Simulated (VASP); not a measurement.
# Bi2Se3 (P-1) in VASP: a series of runs, part 2 of 2

VASP 6.6.1. Earlier steps stand in the parts before.

**3. Electric field gradients, PBE (equal xy, yz and zx shear strains of -3 %)**

The input, INCAR:

```
ALGO = Normal
EDIFF = 1E-8
ENCUT = 520
GGA = PE
ISIF = 2
ISMEAR = -1
LASPH = T
LCHARG = F
LEFG = T
LREAL = F
LWAVE = F
NBANDS = 32
NELM = 100
PREC = Accurate
SIGMA = 0.03
```

The input, KPOINTS:

```
k-points
0
Gamma
  6 6 6
```

The input, POSCAR:

```
Bi2Se3
1.0
    1.9103796366      1.0217282372      9.4963178004
   -2.2326189570      1.0838732160      9.5584627793
   -0.1073005297     -2.5351413033      9.5812094203
Bi Se
2 3
Direct
    0.4008000000      0.4008000000      0.4008000000
    0.5992000000      0.5992000000      0.5992000000
    0.0000000000      0.0000000000      0.0000000000
    0.2117000000      0.2117000000      0.2117000000
    0.7883000000      0.7883000000      0.7883000000
```

Potentials or basis: VASP PAW PBE potentials, release 64 (Bi_d, Se).

On the command line:

```sh
$ cat potpaw_PBE.64/Bi_d/POTCAR potpaw_PBE.64/Se/POTCAR > POTCAR
$ mpirun -np 1 vasp_std > vasp.out
```

OUTCAR:

```text
EDIFF = 1E-8
   ENCUT = 520
   GGA = PE
   ISIF = 2
   ISMEAR = -1
   LASPH = T
   LREAL = F
   NELM = 100
   PREC = Accurate

 ion  position               nearest neighbor table
   1  0.401  0.401  0.401-   5 2.81   5 2.86   5 2.88   3 3.03   3 3.08   3 3.11
   2  0.599  0.599  0.599-   4 2.81   4 2.86   4 2.88   3 3.03   3 3.08   3 3.11
   3  0.000  0.000  0.000-   2 3.03   1 3.03   2 3.08   1 3.08   2 3.11   1 3.11
   4  0.212  0.212  0.212-   2 2.81   2 2.86   2 2.88
   5  0.788  0.788  0.788-   1 2.81   1 2.86   1 2.88

  LATTYP: Found a triclinic cell.
 ALAT       =     7.1774984521
 B/A-ratio  =     0.5847433363
 C/A-ratio  =     1.5081496690
 COS(alpha) =     0.0029918632
[... 1076 lines left out ...]
   1      31.988   -37.206     5.219     2.177   -14.811   -53.460
   2      31.988   -37.206     5.219     2.177   -14.811   -53.460
   3     -37.077   -36.031    73.108   -14.478    -9.672   -10.502
   4       9.055     5.620   -14.675    -8.807   -13.538   -13.606
   5       9.055     5.620   -14.675    -8.807   -13.538   -13.606
---------------------------------------------------------------------

 Electric field gradients after diagonalization (V/A^2)
 (convention: |V_zz| > |V_xx| > |V_yy|)
----------------------------------------------------------------------
 ion       V_xx      V_yy      V_zz     asymmetry (V_yy - V_xx)/ V_zz
----------------------------------------------------------------------
   1      51.163    22.753   -73.916       0.384
   2      51.163    22.753   -73.916       0.384
   3     -52.657   -22.074    74.731       0.409
   4      16.598    11.796   -28.394       0.169
   5      16.598    11.796   -28.394       0.169
----------------------------------------------------------------------

           NMR quadrupolar parameters

 Cq : quadrupolar parameter    Cq=e*Q*V_zz/h
 eta: asymmetry parameters     (V_yy - V_xx)/ V_zz
 Q  : nuclear electric quadrupole moment in mb (millibarn)
----------------------------------------------------------------------
 ion       Cq(MHz)       eta       Q (mb)
----------------------------------------------------------------------
   1      -0.179       0.384       1.000
   2      -0.179       0.384       1.000
   3       0.181       0.409       1.000
   4      -0.069       0.169       1.000
   5      -0.069       0.169       1.000
----------------------------------------------------------------------
```

stdout:

```text
POSCAR found type information on POSCAR BiSe
 POSCAR found :  2 types and       5 ions
 scaLAPACK will be used
 LDA part: xc-table for (Slater+PW92), standard interpolation
 POSCAR, INCAR and KPOINTS ok, starting setup
 FFT: planning ... GRIDC
 FFT: planning ... GRID_SOFT
 FFT: planning ... GRID
 WAVECAR not read
 entering main loop
ion   1
     0.0000690    -0.1476982     0.0338719     0.1953230    -0.0594999    -0.0880645
     0.0000950    -0.1476982     0.0338719     0.1953230    -0.0594999    -0.0880645
     0.0001308    -0.1476982     0.0338719     0.1953230    -0.0594999    -0.0880645
     0.0001801    -0.1476982     0.0338719     0.1953230    -0.0594998    -0.0880645

     0.0000690    -1.9353098    48.8995239    -4.1244408    13.5806837   -31.6150243
     0.0000950    -1.9376335    48.8621316    -4.1162019    13.5684548   -31.5925805
     0.0001308    -1.9412974    48.8059819    -4.1035801    13.5500187   -31.5589545
     0.0001801    -1.9470381    48.7220347    -4.0843333    13.5223461   -31.5087971
[... 34 lines left out ...]
ion   5
     0.0000499     0.1473065     0.2962927     0.0114686     0.2631151    -0.0742327
     0.0000687     0.1473065     0.2962927     0.0114686     0.2631151    -0.0742327
     0.0000946     0.1473065     0.2962927     0.0114686     0.2631151    -0.0742327
     0.0001302     0.1473065     0.2962927     0.0114686     0.2631151    -0.0742327

     0.0000499     8.0398965    12.5696901    11.5050254    12.4294705    -1.6581992
     0.0000687     8.0397025    12.5693961    11.5047996    12.4291737    -1.6581627
     0.0000946     8.0393883    12.5689200    11.5044377    12.4286928    -1.6581034
     0.0001302     8.0388816    12.5681527    11.5038606    12.4279174    -1.6580077
```

It took 45 min on 1 thread of Intel Xeon Platinum 8259CL at 2.50GHz (Skylake/Cascade Lake), shared host; peak memory 1.1 GiB.

What came out:

```yaml
Free_energy: -20.1154 eV
Pressure: 2.6 GPa
Largest_force: 0.342 eV/Å
Band_gap_on_the_k_mesh: 0.20 eV
Largest_electric_field_gradient_by_atom: Bi -73.9; Se +74.7, -28.4 (each value once) V/Å²
```

Forces on the atoms (eV/Å):
```
Bi  -0.049 -0.105 -0.184
Bi   0.049  0.105  0.184
Se   0.000  0.000  0.000
Se  -0.117 -0.254 -0.196
Se   0.117  0.254  0.196
```

Electric field gradients, principal values (V/Å²):
```
atom    least   middle  greatest (by size)
1 Bi   22.753   51.163             -73.916
2 Bi   22.753   51.163             -73.916
3 Se  -22.074  -52.657              74.731
4 Se   11.796   16.598             -28.394
5 Se   11.796   16.598             -28.394
```

Caveat: the cell differs from its parent crystal (equal xy, yz and zx shear strains of -3 %); without QUAD_EFG the Cq values of the log hold for a quadrupole moment of 1 mb, not for the nuclei; spin-orbit coupling is left out, which moves the levels of the heavy elements. A k mesh can miss the band edges.
